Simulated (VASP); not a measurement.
# Ge2Rh (P6/mmm) in VASP: a series of runs

Runs on Ge2Rh. Level: PBE. Tasks: single point, relaxation of cell and atoms.

Everything below comes from runs of VASP 6.6.1. Logs are shortened: lines on timing, memory, paths and dates and some standing lists are left out, and cuts for length are marked.

## Step 1: The cell of the first run

The structure is hexagonal, space group P6/mmm (No. 191). Conventional cell: a = 4.520 Å, b = 4.520 Å, c = 2.769 Å, α = 90.00°, β = 90.00°, γ = 120.00°. Ge (site symmetry -6m2) has 5 Ge at 2.61 to 2.77 Å and 6 Rh at 2.95 Å within 3.4 Å. Rh (site symmetry 6/mmm) has 2 Rh at 2.77 Å and 12 Ge at 2.95 Å within 3.6 Å.

## Step 2: Single point, PBE

INCAR reads:

```
SYSTEM = Ge2Rh
ALGO = Normal
EDIFF = 1E-6
ENCUT = 520
GGA = PE
ISIF = 2
ISMEAR = 0
LASPH = .TRUE.
LCHARG = .FALSE.
LREAL = .FALSE.
LWAVE = .FALSE.
NBANDS = 28
NELM = 80
PREC = Accurate
SIGMA = 0.1
```

KPOINTS reads:

```
k-points
0
G
  12 12 16
  0 0 0
```

POSCAR reads:

```
Ge2Rh
1.0
    4.5202294147      0.0000000000      0.0000000000
   -2.2601147073      3.9146335040      0.0000000000
    0.0000000000      0.0000000000      2.7690490561
Ge Rh
2 1
Direct
    0.3333333333      0.6666666667      0.5000000000
    0.6666666667      0.3333333333      0.5000000000
    0.0000000000      0.0000000000      0.0000000000
```

Potentials or basis: VASP PAW PBE potentials, release 64 (Ge_d, Rh_pv).

Started as:

```
$ cat potpaw_PBE.64/Ge_d/POTCAR potpaw_PBE.64/Rh_pv/POTCAR > POTCAR
$ mpirun -np 1 vasp_std > vasp.out
```

OUTCAR:

```text
SYSTEM = Ge2Rh
   EDIFF = 1E-6
   ENCUT = 520
   GGA = PE
   ISIF = 2
   ISMEAR = 0
   LASPH = .TRUE.
   LREAL = .FALSE.
   NELM = 80
   PREC = Accurate

 ion  position               nearest neighbor table
   1  0.333  0.667  0.500-   2 2.61   2 2.61   2 2.61   3 2.95   3 2.95   3 2.95   3 2.95   3 2.95
                             3 2.95
   2  0.667  0.333  0.500-   1 2.61   1 2.61   1 2.61   3 2.95   3 2.95   3 2.95   3 2.95   3 2.95
                             3 2.95
   3  0.000  0.000  0.000-   1 2.95   2 2.95   1 2.95   2 2.95   1 2.95   1 2.95   2 2.95   2 2.95
                             2 2.95   2 2.95   1 2.95   1 2.95

  LATTYP: Found a hexagonal cell.
 ALAT       =     4.5202294147
 C/A-ratio  =     0.6125903803

  Lattice vectors:

 A1 = (   4.5202294147,   0.0000000000,   0.0000000000)
 A2 = (  -2.2601147073,   3.9146335040,   0.0000000000)
 A3 = (   0.0000000000,   0.0000000000,   2.7690490561)

Analysis of symmetry for initial positions (statically):
=====================================================================
 Subroutine PRICEL returns:
 Original cell was already a primitive cell.

 Routine SETGRP: Setting up the symmetry group for a
 hexagonal supercell.

 Subroutine GETGRP returns: Found 24 space group operations
 (whereof 24 operations were pure point group operations)
 out of a pool of 24 trial point group operations.

The static configuration has the point symmetry D_6h.

Analysis of symmetry for dynamics (positions and initial velocities):
=====================================================================
 Subroutine PRICEL returns:
 Original cell was already a primitive cell.

 Routine SETGRP: Setting up the symmetry group for a
 hexagonal supercell.

 Subroutine GETGRP returns: Found 24 space group operations
 (whereof 24 operations were pure point group operations)
 out of a pool of 24 trial point group operations.

The dynamic configuration has the point symmetry D_6h.

 Subroutine INISYM returns: Found 24 space group operations
 (whereof 24 operations are pure point group operations),
 and found     1 'primitive' translations

----------------------------------------------------------------------------------------

                                     Primitive cell

  volume of cell :      48.9984

  direct lattice vectors                    reciprocal lattice vectors
     4.520229415  0.000000000  0.000000000     0.221227710  0.127725878  0.000000000
    -2.260114707  3.914633504  0.000000000     0.000000000  0.255451755  0.000000000
     0.000000000  0.000000000  2.769049056     0.000000000  0.000000000  0.361134808

  length of vectors
     4.520229415  4.520229415  2.769049056     0.255451755  0.255451755  0.361134808

  position of ions in fractional coordinates (direct lattice)
     0.333333333  0.666666667  0.500000000
     0.666666667  0.333333333  0.500000000
     0.000000000  0.000000000  0.000000000

  ion indices of the primitive-cell ions
   primitive index   ion index
                 1           1
                 2           2
                 3           3

----------------------------------------------------------------------------------------

 KPOINTS: k-points

Automatic generation of k-mesh.
 Grid dimensions read from file:
 generate k-points for:   12   12   16

 Generating k-lattice:

  Cartesian coordinates                     Fractional coordinates (reciprocal lattice)
     0.018435642  0.010643823  0.000000000     0.083333333 -0.000000000  0.000000000
     0.000000000  0.021287646  0.000000000     0.000000000  0.083333333  0.000000000
     0.000000000  0.000000000  0.022570926     0.000000000  0.000000000  0.062500000

  Length of vectors
     0.021287646  0.021287646  0.022570926

  Shift w.r.t. Gamma in fractional coordinates (k-lattice)
     0.000000000  0.000000000  0.000000000

 Subroutine IBZKPT returns following result:
 ===========================================

 Found    171 irreducible k-points:

 Following reciprocal coordinates:
            Coordinates               Weight
  0.000000  0.000000  0.000000      1.000000
  0.083333  0.000000  0.000000      6.000000
  0.166667 -0.000000  0.000000      6.000000
  0.250000  0.000000  0.000000      6.000000
  0.333333 -0.000000  0.000000      6.000000
  0.416667 -0.000000  0.000000      6.000000
[... 16 lines left out ...]
  0.250000  0.000000  0.062500     12.000000
  0.333333 -0.000000  0.062500     12.000000
 [... further k-points ...]
   k-points           NKPTS =    171   k-points in BZ     NKDIM =    171   number of bands    NBANDS=     28
   number of dos      NEDOS =    301   number of ions     NIONS =      3
   total plane-waves  NPLWV =  31104
   dimension x,y,z NGX =    36 NGY =   36 NGZ =   24
   dimension x,y,z NGXF=    72 NGYF=   72 NGZF=   48
   ions per type =               2   1
   NGX,Y,Z   is equivalent  to a cutoff of  13.24, 13.24, 14.41 a.u.
   NGXF,Y,Z  is equivalent  to a cutoff of  26.48, 26.48, 28.82 a.u.
 SYSTEM =  Ge2Rh
   PREC   = accura    normal or accurate (medium, high low for compatibility)
   ISTART =      0    job   : 0-new  1-cont  2-samecut
   ICHARG =      2    charge: 1-file 2-atom 10-const
   ISPIN  =      1    spin polarized calculation?
   LNONCOLLINEAR =      F non collinear calculations
   LSORBIT =      F    spin-orbit coupling
   LASPH  =      T    aspherical Exc in radial PAW
   ENCUT  =  520.0 eV  38.22 Ry    6.18 a.u.   8.40  8.40  5.15*2*pi/ulx,y,z
   NELM   =     80;   NELMIN=  2; NELMDL= -5     # of ELM steps
   EDIFF  = 0.1E-05   stopping-criterion for ELM
   LREAL  =      F    real-space projection
   EDIFFG = 0.1E-04   stopping-criterion for IOM
   NSW    =      0    number of steps for IOM
   IBRION =     -1    ionic relax: 0-MD 1-quasi-New 2-CG
   NFREE  =      0    steps in history (QN), initial steepest desc. (CG)
   ISIF   =      2    stress and relaxation
   ISYM   =      2    0-nonsym 1-usesym 2-fastsym
   POTIM  = 0.5000    time-step for ionic-motion
   TEBEG  =    0.0;   TEEND  =   0.0 temperature during run
   PSTRESS=    0.0 pullay stress
   NELECT =      43.0000    total number of electrons
   NUPDOWN=      -1.0000    fix difference up-down
   EMIN   =  10.00;   EMAX   =-10.00  energy-range for DOS
   EFERMI =   0.00;   METHOD = LEGACY
   ISMEAR =     0;   SIGMA  =   0.10  broadening in eV -4-tet -1-fermi 0-gaus
   EFERMI_NEDOS =   21; number of points for ismear=-14 and -15
   IALGO  =     38    algorithm
   IMIX   =      4    mixing-type and parameters
     AMIX     =   0.40;   BMIX     =  1.00
     AMIX_MAG =   1.60;   BMIX_MAG =  1.00
  volume/ion in A,a.u.               =      16.33       110.22
  Fermi-wavevector in a.u.,A,eV,Ry     =   1.567365  2.961891 33.424536  2.456634
  Thomas-Fermi vector in A             =   2.669556
   LORBIT       =      0    0 simple, 1 ext, 2 COOP (PROOUT), +10 PAW based schemes
   GGA     = PE    functional components
   LHFCALC =     F    Hartree Fock is set to
   AEXX    =    0.0000 exact exchange contribution
   IVDW    =     0    specifies the selected vdW correction
   LEPSILON=     F    determine dielectric tensor
   LRPA    =     F    only Hartree local field effects (RPA)
 non-spin polarized calculation
 Gauss-broadening in eV      SIGMA  =   0.10
  energy-cutoff  :      520.00
  volume of cell :       49.00
 maximum number of plane-waves:      1342
 NGX is ok and might be reduce to    36
   NGX = 17   NGY = 17   NGZ = 11

 number of electron      43.0000037 magnetization

 Free energy of the ion-electron system (eV)
  ---------------------------------------------------
  ext. energy  EPLUGINS =         0.00000000
  ---------------------------------------------------
  free energy    TOTEN  =       -15.56179909 eV

  energy without entropy =      -15.54932840  energy(sigma->0) =      -15.55556375

 E-fermi :   8.7682     XC(G=0): -12.3131

 val. band max:        8.7631863043   @ k =   0.0833   0.0833   0.3750
 cond. band min:       8.7706027517   @ k =   0.1667   0.1667   0.5000
 fundamental gap:      0.0074164474
 Fermi energy:         8.7682249713

 k-point     1 :       0.0000    0.0000    0.0000
  band No.  band energies     occupation
      1     -37.1560      2.00000
      2     -37.1560      2.00000
      3     -36.9932      2.00000
      4     -16.3274      2.00000
      5     -16.2162      2.00000
      6     -16.2129      2.00000
[... 20 lines left out ...]
     27      18.9733      0.00000
     28      19.5729      0.00000

 k-point     2 :       0.0833    0.0000    0.0000
  band No.  band energies     occupation
      1     -37.1560      2.00000
      2     -37.1560      2.00000
      3     -36.9932      2.00000
      4     -16.3266      2.00000
      5     -16.2300      2.00000
      6     -16.2184      2.00000
[... 20 lines left out ...]
     27      18.9438      0.00000
     28      19.4025      0.00000

 k-point     3 :       0.1667   -0.0000    0.0000
  band No.  band energies     occupation
      1     -37.1563      2.00000
      2     -37.1560      2.00000
      3     -36.9932      2.00000
      4     -16.3243      2.00000
      5     -16.2471      2.00000
      6     -16.2307      2.00000
[... 20 lines left out ...]
     27      18.8218      0.00000
     28      18.9709      0.00000

 k-point     4 :       0.2500    0.0000    0.0000
  band No.  band energies     occupation
      1     -37.1566      2.00000
      2     -37.1561      2.00000
      3     -36.9932      2.00000
      4     -16.3206      2.00000
      5     -16.2639      2.00000
      6     -16.2440      2.00000
[... 578 lines left out ...]
     27      18.2266      0.00000
     28      19.7862      0.00000

 k-point    23 :       0.2500    0.0000    0.0625
  band No.  band energies     occupation
      1     -37.1555      2.00000
      2     -37.1550      2.00000
      3     -37.0045      2.00000
      4     -16.3148      2.00000
      5     -16.2604      2.00000
      6     -16.2437      2.00000
[... 20 lines left out ...]
     27      17.6348      0.00000
     28      19.0993      0.00000

 k-point    24 :       0.3333   -0.0000    0.0625
  band No.  band energies     occupation
      1     -37.1558      2.00000
      2     -37.1550      2.00000
      3     -37.0045      2.00000
      4     -16.3102      2.00000
      5     -16.2753      2.00000
      6     -16.2547      2.00000
[... 20 lines left out ...]
     27      16.9634      0.00000
     28      18.0437      0.00000

 [... further k-points ...]

------------------------ aborting loop because EDIFF is reached ----------------------------------------

  FORCE on cell =-STRESS in cart. coord.  units (eV):
  Direction    XX          YY          ZZ          XY          YZ          ZX
  --------------------------------------------------------------------------------------
  -------------------------------------------------------------------------------------
  Total        0.0263491      0.0263491      0.0228707      0.0000000      0.0000000      0.0000000
  in kB        0.8615763      0.8615763      0.7478378      0.0000000      0.0000000      0.0000000
  external PRESSURE =       0.8236635 kB  Pullay stress =       0.0000000 kB

 VOLUME and BASIS-vectors are now :
 -----------------------------------------------------------------------------
  energy-cutoff  :      520.00
  volume of cell :       49.00
      direct lattice vectors                 reciprocal lattice vectors
     4.520229415  0.000000000  0.000000000     0.221227710  0.127725878  0.000000000
    -2.260114707  3.914633504  0.000000000     0.000000000  0.255451755  0.000000000
     0.000000000  0.000000000  2.769049056     0.000000000  0.000000000  0.361134808

 POSITION                                       TOTAL-FORCE (eV/Angst)
 -----------------------------------------------------------------------------------
     -0.00000      2.60976      1.38452        -0.000000      0.000000      0.000000
      2.26011      1.30488      1.38452         0.000000     -0.000000     -0.000000
      0.00000      0.00000      0.00000         0.000000      0.000000     -0.000000
 -----------------------------------------------------------------------------------
    total drift:                                0.000000      0.000000     -0.000000

  FREE ENERGIE OF THE ION-ELECTRON SYSTEM (eV)
  ---------------------------------------------------
  free  energy   TOTEN  =       -15.5617990872 eV

  energy  without entropy=      -15.5493284047  energy(sigma->0) =      -15.55556375
```

It took 1.9 min on 1 thread of Intel Xeon 6975P-C, shared host; peak memory 0.34 GiB.

What came out:

```
Free energy : -15.5618 eV
Pressure    : 0.1 GPa
```

Levels at points of the mesh, in eV from the Fermi level:
| k point | band 19 | band 20 | band 21 | band 22 | band 23 | band 24 |
| --- | --- | --- | --- | --- | --- | --- |
| (0.00, 0.00, 0.00) | -0.66 | -0.66 | -0.34 | -0.34 | 0.95 | 0.95 |
| (0.50, 0.00, 0.00) | -2.42 | -0.85 | -0.67 | -0.34 | 4.00 | 6.07 |
| (0.00, 0.00, 0.50) | -2.08 | -1.64 | -0.81 | -0.81 | -0.42 | 0.96 |
| (0.50, 0.00, 0.50) | -1.59 | -1.26 | -1.22 | 0.28 | 0.96 | 1.05 |

## Step 3: Relaxation of cell and atoms, PBE

This run uses another cell than the first one, of 16.49 Å³/atom, 1.009 times its volume.

INCAR reads:

```
SYSTEM = Ge2Rh
  PREC = Accurate
  ENCUT = 600
  EDIFF = 1E-6
  ISMEAR = 0
  SIGMA = 0.1
  LREAL = .False.
  LASPH = .True.
  NELM = 100
  ALGO = Normal
  ISIF = 3
  LWAVE = .False.
  LCHARG = .False.
  GGA = PE
  IBRION = 2
  NSW = 100
  EDIFFG = -0.01
```

KPOINTS reads:

```
Automatic mesh
0
Gamma
  12 12 16
  0 0 0
```

POSCAR reads:

```
Ge2Rh
1.0
    4.4994105111      0.0000000000      0.0000000000
   -2.2497052555      3.8966038046      0.0000000000
    0.0000000000      0.0000000000      2.8211211223
Ge Rh
2 1
Direct
    0.3333333333      0.6666666667      0.5000000000
    0.6666666667      0.3333333333      0.5000000000
    0.0000000000      0.0000000000      0.0000000000
```

Potentials or basis: VASP PAW PBE potentials, release 64 (Ge_d, Rh_pv).

Started as:

```
$ cat potpaw_PBE.64/Ge_d/POTCAR potpaw_PBE.64/Rh_pv/POTCAR > POTCAR
$ mpirun -np 1 vasp_std > vasp.out
```

It took 8.2 min on 1 thread of Intel Xeon 6975P-C, shared host; peak memory 0.37 GiB.

Results (log left out):

```yaml
Free_energy: -15.5621 eV
Relaxed_volume: 16.34 Å³/atom
Relaxed_cell: a = 4.522 Å, b = 4.522 Å, c = 2.769 Å, α = 90.00°, β = 90.00°, γ = 120.00°
Space_group_after_relaxing_to_0.05_Å: P6/mmm (No. 191)
Energy_gained_by_relaxing: 2.5 meV/atom
Ionic_steps: 7
Pressure_after_relaxing: 0.0 GPa
```

The path:
```
step  energy change (eV)  largest force (eV/Å)  pressure (GPa)  volume (Å³)
   1              0.0000                0.0000           -0.85        49.46
   2             -0.0058                0.0000            0.48        48.83
   3             -0.0059                0.0000            0.78        48.71
   4             -0.0073                0.0000           -0.06        49.03
   5             -0.0074                0.0000            0.11        48.98
   6             -0.0074                0.0000            0.07        48.99
   7             -0.0074                0.0000            0.01        49.03
```

Final structure:
```yaml
crystal:
  lattice:
    - [4.52181, 0.00000, 0.00000]
    - [-2.26090, 3.91600, 0.00000]
    - [0.00000, 0.00000, 2.76886]
  atoms:
    - { symbol: Ge, position: [0.33333, 0.66667, 0.50000] }
    - { symbol: Ge, position: [0.66667, 0.33333, 0.50000] }
    - { symbol: Rh, position: [0.00000, 0.00000, 0.00000] }
```

Levels at points of the mesh, in eV from the Fermi level:
| k point | band 17 | band 18 | band 19 | band 20 | band 21 | band 22 | band 23 | band 24 | band 25 |
| --- | --- | --- | --- | --- | --- | --- | --- | --- | --- |
| (0.00, 0.00, 0.00) | -5.07 | -3.72 | -0.65 | -0.65 | -0.34 | -0.34 | 0.94 | 0.94 | 3.53 |
| (0.50, 0.00, 0.00) | -4.64 | -2.90 | -2.42 | -0.84 | -0.67 | -0.34 | 3.99 | 6.07 | 6.89 |
| (0.00, 0.00, 0.50) | -3.57 | -2.07 | -2.07 | -1.64 | -0.81 | -0.81 | -0.42 | 0.96 | 6.08 |
| (0.50, 0.00, 0.50) | -4.57 | -4.46 | -1.59 | -1.26 | -1.22 | 0.28 | 0.96 | 1.05 | 3.60 |
